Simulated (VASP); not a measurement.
# F (Cmce) in VASP: a series of runs

Aim: see how the results for F move with the level of theory and the settings. Levels: PBE, LDA. Tasks: single point.

All numbers are computed with VASP 6.6.1; they aren't measurements. Logs are shortened: lines on timing, memory, paths and dates and some standing lists are left out, and cuts for length are marked.

### Step 1. The cell of the first run

Symmetry: Cmce, No. 64, orthorhombic system. The conventional cell has a = 4.946 Å, b = 3.221 Å, c = 6.545 Å, α = 90.00°, β = 90.00°, γ = 90.00°. Within 1.9 Å of F (site symmetry m) lie 1 F at 1.40 Å.

### Step 2. Single point, PBE

INCAR

```
SYSTEM = F
PREC     = Accurate       ! precision mode
ENCUT    = 600            ! plane-wave cutoff, eV
EDIFF    = 1E-6           ! SCF threshold, eV
ISMEAR   = -1             ! smearing method
SIGMA    = 0.02           ! smearing width, eV
LREAL    = .False.        ! projectors in reciprocal space
LASPH    = .True.         ! aspherical terms in the spheres
NELM     = 120            ! most SCF steps
ALGO     = Normal         ! electronic algorithm
ISIF     = 2              ! what is computed and relaxed
LWAVE    = .False.        ! write WAVECAR
LCHARG   = .True.         ! write CHGCAR
GGA      = PE             ! functional
LELF     = .True.         ! ELF
LVHAR    = .True.       
NBANDS   = 22             ! bands
GGA_COMPAT= .False.
```

KPOINTS

```
Automatic mesh
0
Gamma
  10 10 4
  0 0 0
```

POSCAR

```
F
1.0
    2.4728542882     -1.6104303596      0.0000000000
    2.4728542882      1.6104303596      0.0000000000
    0.0000000000      0.0000000000      6.5449700122
F
4
Direct
    0.9054155717      0.0945844283      0.0963912690
    0.5945844283      0.4054155717      0.5963912690
    0.4054155717      0.5945844283      0.4036087310
    0.0945844283      0.9054155717      0.9036087310
```

Potentials or basis: VASP PAW PBE potentials, release 64 (F).

Started as:

```sh
cat potpaw_PBE.64/F/POTCAR > POTCAR
mpirun -np 1 vasp_std > vasp.out
```

OUTCAR:

```text
SYSTEM = F
   PREC = Accurate
   ENCUT = 600
   EDIFF = 1E-6
   ISMEAR = -1
   LREAL = .False.
   LASPH = .True.
   NELM = 120
   ISIF = 2
   GGA = PE

 ion  position               nearest neighbor table
   1  0.905  0.095  0.096-   4 1.40
   2  0.595  0.405  0.596-   3 1.40
   3  0.405  0.595  0.404-   2 1.40
   4  0.095  0.905  0.904-   1 1.40

  LATTYP: Found a base centered orthorhombic cell.
 ALAT       =     3.2208607192
 B/A-ratio  =     1.5355238887
 C/A-ratio  =     2.0320562057

  Lattice vectors:

 A1 = (  -2.4728542882,  -1.6104303596,   0.0000000000)
 A2 = (   2.4728542882,  -1.6104303596,   0.0000000000)
 A3 = (   0.0000000000,   0.0000000000,   6.5449700122)

Analysis of symmetry for initial positions (statically):
=====================================================================
 Subroutine PRICEL returns:
 Original cell was already a primitive cell.

 Routine SETGRP: Setting up the symmetry group for a
 base centered orthorhombic supercell.

 Subroutine GETGRP returns: Found  8 space group operations
 (whereof  4 operations were pure point group operations)
 out of a pool of  8 trial point group operations.

The static configuration has the point symmetry C_2h.
 The point group associated with its full space group is D_2h.

Analysis of symmetry for dynamics (positions and initial velocities):
=====================================================================
 Subroutine PRICEL returns:
 Original cell was already a primitive cell.

 Routine SETGRP: Setting up the symmetry group for a
 base centered orthorhombic supercell.

 Subroutine GETGRP returns: Found  8 space group operations
 (whereof  4 operations were pure point group operations)
 out of a pool of  8 trial point group operations.

The dynamic configuration has the point symmetry C_2h.
 The point group associated with its full space group is D_2h.

 Subroutine INISYM returns: Found  8 space group operations
 (whereof  4 operations are pure point group operations),
 and found     1 'primitive' translations

----------------------------------------------------------------------------------------

                                     Primitive cell

  volume of cell :      52.1288

  direct lattice vectors                    reciprocal lattice vectors
     2.472854288 -1.610430360  0.000000000     0.202195496 -0.310476015  0.000000000
[... 89 lines left out ...]
   NELM   =    120;   NELMIN=  2; NELMDL= -5     # of ELM steps
   EDIFF  = 0.1E-05   stopping-criterion for ELM
   LREAL  =      F    real-space projection
   EDIFFG = 0.1E-04   stopping-criterion for IOM
   NSW    =      0    number of steps for IOM
   IBRION =     -1    ionic relax: 0-MD 1-quasi-New 2-CG
   NFREE  =      0    steps in history (QN), initial steepest desc. (CG)
   ISIF   =      2    stress and relaxation
   ISYM   =      2    0-nonsym 1-usesym 2-fastsym
   POTIM  = 0.5000    time-step for ionic-motion
   TEBEG  =    0.0;   TEEND  =   0.0 temperature during run
   PSTRESS=    0.0 pullay stress
   NELECT =      28.0000    total number of electrons
   NUPDOWN=      -1.0000    fix difference up-down
   EMIN   =  10.00;   EMAX   =-10.00  energy-range for DOS
   EFERMI =   0.00;   METHOD = LEGACY
   ISMEAR =    -1;   SIGMA  =   0.02  broadening in eV -4-tet -1-fermi 0-gaus
   EFERMI_NEDOS =   21; number of points for ismear=-14 and -15
   IALGO  =     38    algorithm
   IMIX   =      4    mixing-type and parameters
     AMIX     =   0.40;   BMIX     =  1.00
     AMIX_MAG =   1.60;   BMIX_MAG =  1.00
  volume/ion in A,a.u.               =      13.03        87.95
  Fermi-wavevector in a.u.,A,eV,Ry     =   1.330765  2.514782 24.095050  1.770936
  Thomas-Fermi vector in A             =   2.459827
   LORBIT       =      0    0 simple, 1 ext, 2 COOP (PROOUT), +10 PAW based schemes
   GGA     = PE    functional components
   LHFCALC =     F    Hartree Fock is set to
   AEXX    =    0.0000 exact exchange contribution
   IVDW    =     0    specifies the selected vdW correction
   LEPSILON=     F    determine dielectric tensor
   LRPA    =     F    only Hartree local field effects (RPA)
 non-spin polarized calculation
  energy-cutoff  :      600.00
  volume of cell :       52.13
 maximum number of plane-waves:      1772
   NGX = 11   NGY = 11   NGZ = 27

 number of electron      28.0000030 magnetization

 Free energy of the ion-electron system (eV)
  ---------------------------------------------------
  ext. energy  EPLUGINS =         0.00000000
  ---------------------------------------------------
  free energy    TOTEN  =        -7.16754619 eV

  energy without entropy =       -7.16754619  energy(sigma->0) =       -7.16754619

 E-fermi :  -3.5601     XC(G=0):  -8.5760

 val. band max:       -4.0819288505   @ k =   0.0000   0.0000   0.0000
 cond. band min:      -1.2144807346   @ k =   0.0000   0.0000   0.0000
 fundamental gap:      2.8674481159
 Fermi energy:        -3.5600557475

 k-point     1 :       0.0000    0.0000    0.0000
  band No.  band energies     occupation
      1     -29.4493      2.00000
      2     -29.2611      2.00000
      3     -22.9857      2.00000
      4     -22.4391      2.00000
      5     -11.0446      2.00000
      6      -9.9684      2.00000
[... 589 lines left out ...]
     21      14.6690      0.00000
     22      15.8080      0.00000

 [... further k-points ...]

------------------------ aborting loop because EDIFF is reached ----------------------------------------

  FORCE on cell =-STRESS in cart. coord.  units (eV):
  Direction    XX          YY          ZZ          XY          YZ          ZX
  --------------------------------------------------------------------------------------
  -------------------------------------------------------------------------------------
  Total        0.8663369      1.3088425      2.8014620      0.0000000      0.0000000      0.0000000
  in kB       26.6268164     40.2272018     86.1027815      0.0000000      0.0000000      0.0000000
  external PRESSURE =      50.9855999 kB  Pullay stress =       0.0000000 kB

 VOLUME and BASIS-vectors are now :
 -----------------------------------------------------------------------------
  energy-cutoff  :      600.00
  volume of cell :       52.13
      direct lattice vectors                 reciprocal lattice vectors
     2.472854288 -1.610430360  0.000000000     0.202195496 -0.310476015  0.000000000
     2.472854288  1.610430360  0.000000000     0.202195496  0.310476015  0.000000000
     0.000000000  0.000000000  6.544970012     0.000000000  0.000000000  0.152789088

 POSITION                                       TOTAL-FORCE (eV/Angst)
 -----------------------------------------------------------------------------------
      2.47285     -1.30579      0.63088         0.000000      0.412367      0.896013
      2.47285     -0.30464      3.90336         0.000000     -0.412367      0.896013
      2.47285      0.30464      2.64161         0.000000      0.412367     -0.896013
      2.47285      1.30579      5.91409         0.000000     -0.412367     -0.896013
 -----------------------------------------------------------------------------------
    total drift:                               -0.000000      0.000000      0.000000

  FREE ENERGIE OF THE ION-ELECTRON SYSTEM (eV)
  ---------------------------------------------------
  free  energy   TOTEN  =        -7.1675461891 eV

  energy  without entropy=       -7.1675461891  energy(sigma->0) =       -7.16754619
```

stdout:

```text
POSCAR found type information on POSCAR F
 POSCAR found :  1 types and       4 ions
 scaLAPACK will be used
 LDA part: xc-table for (Slater+PW92), standard interpolation
 POSCAR, INCAR and KPOINTS ok, starting setup
 FFT: planning ... GRIDC
 FFT: planning ... GRID_SOFT
 FFT: planning ... GRID
 WAVECAR not read
 entering main loop
```

Wall time 30 s (1 thread of Intel Xeon 6975P-C (Granite Rapids), shared host); peak memory 0.22 GiB.

What came out:

| Property | Result |
| --- | --- |
| Free energy | -7.1675 eV |
| Pressure | 5.1 GPa |
| Largest force | 0.986 eV/Å |
| Band gap on the k mesh | 2.87 eV |

Forces in eV/Å, atoms in the order of the input:
```
F    0.000  0.412  0.896
F    0.000 -0.412  0.896
F    0.000  0.412 -0.896
F    0.000 -0.412 -0.896
```

Levels at points of the mesh, in eV from the valence-band top:
| k point | band 12 | band 13 | band 14 | band 15 | band 16 | band 17 |
| --- | --- | --- | --- | --- | --- | --- |
| (0.00, 0.00, 0.00) | -0.21 | -0.04 | 0.00 | 2.87 | 3.96 | 9.99 |
| (0.50, 0.00, 0.00) | -0.59 | -0.12 | -0.12 | 3.55 | 3.55 | 14.87 |
| (0.50, 0.50, 0.00) | -0.68 | -0.26 | -0.25 | 3.19 | 3.85 | 15.24 |
| (0.00, 0.00, 0.50) | -0.39 | -0.02 | -0.02 | 3.39 | 3.39 | 10.93 |
| (0.50, 0.00, 0.50) | -0.51 | -0.07 | -0.07 | 3.49 | 3.49 | 15.17 |
| (0.50, 0.50, 0.50) | -0.60 | -0.49 | -0.49 | 3.52 | 3.52 | 15.68 |

Caveat: the stress differs along the axes, from 3 to 9 GPa; this functional lacks dispersion, which holds the molecules together, so the pressure and a relaxed volume are unreliable.

### Step 3. Single point, LDA

INCAR

```
SYSTEM = F
PREC     = Accurate       ! precision mode
ENCUT    = 600            ! plane-wave cutoff, eV
EDIFF    = 1E-6           ! SCF threshold, eV
ISMEAR   = 0              ! smearing method
SIGMA    = 0.01           ! smearing width, eV
LREAL    = .False.        ! projectors in reciprocal space
LASPH    = .True.         ! aspherical terms in the spheres
NELM     = 120            ! most SCF steps
ALGO     = Normal         ! electronic algorithm
ISIF     = 2              ! what is computed and relaxed
LWAVE    = .False.        ! write WAVECAR
LCHARG   = .False.        ! write CHGCAR
GGA      = CA             ! functional
NBANDS   = 22             ! bands
GGA_COMPAT= .False.
```

KPOINTS

```
regular mesh
0
Gamma
  10 10 4
  0 0 0
```

POSCAR is that of step 2.

Potentials or basis: VASP PAW LDA potentials, release 64 (F).

Started as:

```sh
cat potpaw_LDA.64/F/POTCAR > POTCAR
mpirun -np 1 vasp_std > vasp.out
```

OUTCAR:

```text
SYSTEM = F
   PREC = Accurate
   ENCUT = 600
   EDIFF = 1E-6
   ISMEAR = 0
   LREAL = .False.
   LASPH = .True.
   NELM = 120
   ISIF = 2
   GGA = CA

 ion  position               nearest neighbor table
   1  0.905  0.095  0.096-   4 1.40
   2  0.595  0.405  0.596-   3 1.40
   3  0.405  0.595  0.404-   2 1.40
   4  0.095  0.905  0.904-   1 1.40

  LATTYP: Found a base centered orthorhombic cell.
 ALAT       =     3.2208607192
 B/A-ratio  =     1.5355238887
 C/A-ratio  =     2.0320562057

  Lattice vectors:

 A1 = (  -2.4728542882,  -1.6104303596,   0.0000000000)
 A2 = (   2.4728542882,  -1.6104303596,   0.0000000000)
 A3 = (   0.0000000000,   0.0000000000,   6.5449700122)

Analysis of symmetry for initial positions (statically):
=====================================================================
 Subroutine PRICEL returns:
 Original cell was already a primitive cell.

[... 170 lines left out ...]
  ---------------------------------------------------
  free energy    TOTEN  =        -8.66481947 eV

  energy without entropy =       -8.66481947  energy(sigma->0) =       -8.66481947

 E-fermi :  -4.3185     XC(G=0):  -9.3533

 val. band max:       -4.3673962270   @ k =   0.0000   0.0000   0.0000
 cond. band min:      -1.7602685363   @ k =   0.0000   0.0000   0.0000
 fundamental gap:      2.6071276906
 Fermi energy:        -4.3184999629

 k-point     1 :       0.0000    0.0000    0.0000
  band No.  band energies     occupation
      1     -29.5002      2.00000
      2     -29.3066      2.00000
      3     -22.8764      2.00000
      4     -22.2875      2.00000
      5     -11.5165      2.00000
      6     -10.3826      2.00000
[... 589 lines left out ...]
     21      13.7602      0.00000
     22      14.8775      0.00000

 [... further k-points ...]

------------------------ aborting loop because EDIFF is reached ----------------------------------------

  FORCE on cell =-STRESS in cart. coord.  units (eV):
  Direction    XX          YY          ZZ          XY          YZ          ZX
  --------------------------------------------------------------------------------------
  -------------------------------------------------------------------------------------
  Total       -0.4089526     -0.5127005     -0.2989416      0.0000000      0.0000000      0.0000000
  in kB      -12.5691359    -15.7578207     -9.1879527      0.0000000      0.0000000      0.0000000
  external PRESSURE =     -12.5049698 kB  Pullay stress =       0.0000000 kB

 VOLUME and BASIS-vectors are now :
 -----------------------------------------------------------------------------
  energy-cutoff  :      600.00
  volume of cell :       52.13
      direct lattice vectors                 reciprocal lattice vectors
     2.472854288 -1.610430360  0.000000000     0.202195496 -0.310476015  0.000000000
     2.472854288  1.610430360  0.000000000     0.202195496  0.310476015  0.000000000
     0.000000000  0.000000000  6.544970012     0.000000000  0.000000000  0.152789088

 POSITION                                       TOTAL-FORCE (eV/Angst)
 -----------------------------------------------------------------------------------
      2.47285     -1.30579      0.63088         0.000000      0.119704      0.309815
      2.47285     -0.30464      3.90336         0.000000     -0.119704      0.309815
      2.47285      0.30464      2.64161         0.000000      0.119704     -0.309815
      2.47285      1.30579      5.91409         0.000000     -0.119704     -0.309815
 -----------------------------------------------------------------------------------
    total drift:                               -0.000000      0.000000      0.000000

  FREE ENERGIE OF THE ION-ELECTRON SYSTEM (eV)
  ---------------------------------------------------
  free  energy   TOTEN  =        -8.6648194666 eV

  energy  without entropy=       -8.6648194666  energy(sigma->0) =       -8.66481947
```

OSZICAR:

```text
N       E                     dE             d eps       ncg     rms          rms(c)
DAV:   1     0.173123568482E+03    0.17312E+03   -0.17443E+04  4116   0.136E+03
DAV:   2    -0.272759622009E+01   -0.17585E+03   -0.16984E+03  5416   0.306E+02
DAV:   3    -0.104812490387E+02   -0.77537E+01   -0.77174E+01  4830   0.597E+01
DAV:   4    -0.105249410759E+02   -0.43692E-01   -0.43691E-01  4296   0.512E+00
DAV:   5    -0.105251527193E+02   -0.21164E-03   -0.21164E-03  4716   0.345E-01    0.110E+01
DAV:   6    -0.918933390519E+01    0.13358E+01   -0.46968E-01  4230   0.701E+00    0.620E+00
DAV:   7    -0.866839519246E+01    0.52094E+00   -0.65832E-01  4296   0.774E+00    0.701E-01
DAV:   8    -0.866497443280E+01    0.34208E-02   -0.82260E-02  4272   0.213E+00    0.115E-01
DAV:   9    -0.866485435221E+01    0.12008E-03   -0.10794E-03  4566   0.263E-01    0.601E-02
DAV:  10    -0.866482345042E+01    0.30902E-04   -0.15073E-04  4350   0.110E-01    0.241E-02
DAV:  11    -0.866481988993E+01    0.35605E-05   -0.16225E-05  4368   0.409E-02    0.569E-03
DAV:  12    -0.866481946662E+01    0.42331E-06   -0.11002E-06  2796   0.936E-03
   1 F= -.86648195E+01 E0= -.86648195E+01  d E =-.589692E-15
```

Run time: 28 s. Hardware: 1 thread of Intel Xeon 6975P-C (Granite Rapids), shared host; peak memory 0.2 GiB.

Results:

```yaml
Free_energy: -8.6648 eV
Pressure: -1.3 GPa
Largest_force: 0.332 eV/Å
Band_gap_on_the_k_mesh: 2.61 eV
```

Forces on the atoms (eV/Å):
```
F    0.000  0.120  0.310
F    0.000 -0.120  0.310
F    0.000  0.120 -0.310
F    0.000 -0.120 -0.310
```

Stress tensor (GPa, compression positive):
```
-1.26  0.00  0.00
 0.00 -1.58  0.00
 0.00  0.00 -0.92
```

Levels at points of the mesh, in eV from the valence-band top:
| k point | band 11 | band 12 | band 13 | band 14 | band 15 | band 16 | band 17 | band 18 |
| --- | --- | --- | --- | --- | --- | --- | --- | --- |
| (0.00, 0.00, 0.00) | -0.53 | -0.22 | -0.04 | 0.00 | 2.61 | 3.70 | 9.47 | 11.92 |
| (0.50, 0.00, 0.00) | -0.63 | -0.63 | -0.13 | -0.13 | 3.30 | 3.30 | 14.31 | 14.31 |
| (0.50, 0.50, 0.00) | -1.04 | -0.71 | -0.27 | -0.26 | 2.94 | 3.59 | 14.69 | 15.16 |
| (0.00, 0.00, 0.50) | -0.42 | -0.42 | -0.02 | -0.02 | 3.14 | 3.14 | 10.40 | 10.40 |
| (0.50, 0.00, 0.50) | -0.53 | -0.53 | -0.08 | -0.08 | 3.24 | 3.24 | 14.60 | 14.60 |
| (0.50, 0.50, 0.50) | -0.63 | -0.63 | -0.52 | -0.52 | 3.26 | 3.26 | 15.12 | 15.12 |

A k mesh can miss the band edges.
